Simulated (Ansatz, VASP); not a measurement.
Two plane-wave programs on BaS

POSCAR

```
BaS
1.0
    0.0000000000      3.4492500000      3.4492500000
    3.4492500000      0.0000000000      3.4492500000
    3.4492500000      3.4492500000      0.0000000000
Ba S
1 1
Direct
    0.0000000000      0.0000000000      0.0000000000
    0.5000000000      0.5000000000      0.5000000000
```

INCAR.step1

```
PREC = Accurate ; ENCUT = 520
ISMEAR = 0 ; SIGMA = 0.05
LREAL = F ; LASPH = T
NELM = 80 ; NBANDS = 15
GGA = PE ; ALGO = Normal
EDIFF = 1E-4 ; LWAVE = T
LCHARG = F
```

The input INCAR.step2:

```
PREC = Accurate ; ENCUT = 520
EDIFF = 1E-6 ; ISMEAR = 0
SIGMA = 0.05 ; LREAL = F
LASPH = T ; NELM = 80
ALGO = Normal ; ISIF = 2
LWAVE = F ; LCHARG = F
METAGGA = R2SCAN ; LMIXTAU = T
NBANDS = 15 ; ISTART = 1
```

Contents of KPOINTS:

```
regular mesh
0
Gamma
  6 6 6
```

Input for Ansatz:

```yaml
crystal:
  lattice:
    - [0.0, 3.44925, 3.44925]
    - [3.44925, 0.0, 3.44925]
    - [3.44925, 3.44925, 0.0]
  atoms:
    - { symbol: Ba, position: [0.0, 0.0, 0.0] }
    - { symbol: S, position: [0.5, 0.5, 0.5] }
basis:
  ecutwfc: 500
kpoints:
  mp_grid: { grid: [6, 6, 6] }
hamiltonian:
  xc: r2scan
scf:
  occupations: { method: gaussian, width: 0.05 }
output:
  forces: true
  stress: true
  eigenvalues: true
```

Change from the starting cell: strain +0.080 along x and y, +0.080 along z, atoms carried along.

Alike in both runs: task single point; functional r2SCAN; k mesh 6 × 6 × 6; occupations gaussian, width 0.05 eV; no spin polarisation.

|  | VASP | Ansatz |
| --- | --- | --- |
| version | VASP 6.6.1 | Ansatz 0.2.0 |
| potentials or method | VASP PAW PBE potentials, release 64 (Ba_sv, S), cutoff 520 eV | scalar-relativistic, plane waves, PAW |
| valence electrons in the cell | 16 | 16 |

VASP gave:

* gap on the k mesh at the Fermi level (eV): 2.71
* least direct gap on the mesh (eV): 2.91
* pressure (GPa): -5.7

Task: Which values does Ansatz return?

Result: gap on the k mesh at the Fermi level (eV): 2.76; least direct gap on the mesh (eV): 2.95; pressure (GPa): -5.9.

VASP's potentials were made for PBE, not for r2SCAN.

Neither program's run includes spin-orbit coupling.
